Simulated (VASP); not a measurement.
## SrW2: single point with PBE

SrW2:

```
Sr W
1.0
    -2.18089    2.18089    3.57689
     2.18089   -2.18089    3.57689
     2.18089    2.18089   -3.57689
Sr W
1 2
Direct
  0.00000 0.00000 0.00000
  0.59300 0.59300 0.00000
  0.40700 0.40700 0.00000
```

| Item | Value |
| --- | --- |
| Program | VASP 6.6.1 |
| Task | single point |
| Functional | PBE |
| Potentials or basis | VASP PAW PBE potentials, release 64 (Sr_sv, W_sv) |
| Cutoff | 520 eV |
| k mesh | 6 × 6 × 6 |
| Occupations | gaussian, width 0.1 eV |
| Spin | no spin polarisation |
| Dipole correction | no |
| Further INCAR settings | ALGO = Fast; EDIFF = 1e-06; NBANDS = 26 |

```yaml
Pressure: 324.8 GPa
Largest_force: 291.784 eV/Å
Band_gap_on_the_k_mesh: zero (bands 19 and 20 overlap by 1.52 eV)
```

Forces on the atoms (eV/Å):
```
Sr     0.000    0.000    0.000
W      0.000    0.000  291.784
W      0.000    0.000 -291.784
```

Stress tensor (GPa, compression positive):
```
 16.45   0.00   0.00
  0.00  16.45   0.00
  0.00   0.00 941.49
```

Levels at points of the mesh, in eV from the Fermi level:
| k point | band 17 | band 18 | band 19 | band 20 | band 21 | band 22 |
| --- | --- | --- | --- | --- | --- | --- |
| (0.00, 0.00, 0.00) | -5.80 | -2.80 | 0.35 | 0.35 | 0.78 | 3.08 |
| (0.50, 0.00, 0.00) | -4.29 | -2.41 | -0.66 | 0.57 | 0.71 | 1.72 |
| (0.50, 0.50, 0.00) | -4.73 | -1.71 | -1.27 | -0.15 | 1.02 | 2.20 |
| (0.50, 0.50, 0.50) | -5.51 | -2.15 | -0.07 | 2.14 | 3.27 | 3.31 |

Wall time 6 min on 1 thread of Intel Xeon 8259CL, on a shared host, peak memory 0.23 GiB.

Caveat: atoms lie so close that the PAW spheres overlap strongly, which falsifies energies and pressures; the cell stands under pressure; spin-orbit coupling is left out, which moves the levels of the heavy elements; forces of over 1 eV/Å act on the atoms, so gaps and moduli don't describe the material at rest.
